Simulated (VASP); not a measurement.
A run of VASP 6.6.1:

Contents of POSCAR:

```
InSb
1.0
    0.0000000000      3.2795130145      3.3162435603
    3.2795130145      0.0000000000      3.3162435603
    3.2795130145      3.2795130145      0.0000000000
In Sb
1 1
Direct
    0.0000000000      0.0000000000      0.0000000000
    0.2500000000      0.2500000000      0.2500000000
```

Contents of INCAR.step1:

```
SYSTEM = InSb
PREC = Accurate
ENCUT = 400
EDIFF = 1E-5
ISMEAR = -1
SIGMA = 0.02
LREAL = .False.
LASPH = .True.
NELM = 120
ALGO = Normal
ISIF = 2
LWAVE = .True.
GGA = PE
NBANDS = 21
GGA_COMPAT = .False.
```

Contents of INCAR.step2:

```
SYSTEM = InSb
PREC = Accurate
ENCUT = 400
EDIFF = 1E-6
ISMEAR = -1
SIGMA = 0.02
LREAL = .False.
LASPH = .True.
NELM = 120
ALGO = Normal
ISIF = 2
LWAVE = .False.
LCHARG = .True.
GGA = PE
LHFCALC = .True.
HFSCREEN = 0.2079
PRECFOCK = Normal
LELF = .True.
LVHAR = .True.
ISTART = 1
NBANDS = 21
GGA_COMPAT = .False.
```

The input KPOINTS:

```
regular mesh
0
Gamma
  4 4 4
  0 0 0
```

Potentials or basis: VASP PAW PBE potentials, release 64 (In_d, Sb_d_GW).

The run is started by

```console
$ cat potpaw_PBE.64/In_d/POTCAR potpaw_PBE.64/Sb_d_GW/POTCAR > POTCAR
$ cp INCAR.step1 INCAR
$ mpirun -np 1 vasp_std > vasp.out
$ cp INCAR.step2 INCAR
$ mpirun -np 1 vasp_std > vasp.out
```

Hardware: 1 thread of AMD EPYC 7R43 64-Core Processor (Zen 3) (shared host).

**Question.** How long does it take, and how much memory?

**Answer.** Run time: 35 min on 1 thread of AMD EPYC 7R43 64-Core Processor (Zen 3), with other jobs on the host, peak memory 0.26 GiB. Counts: k points 13.
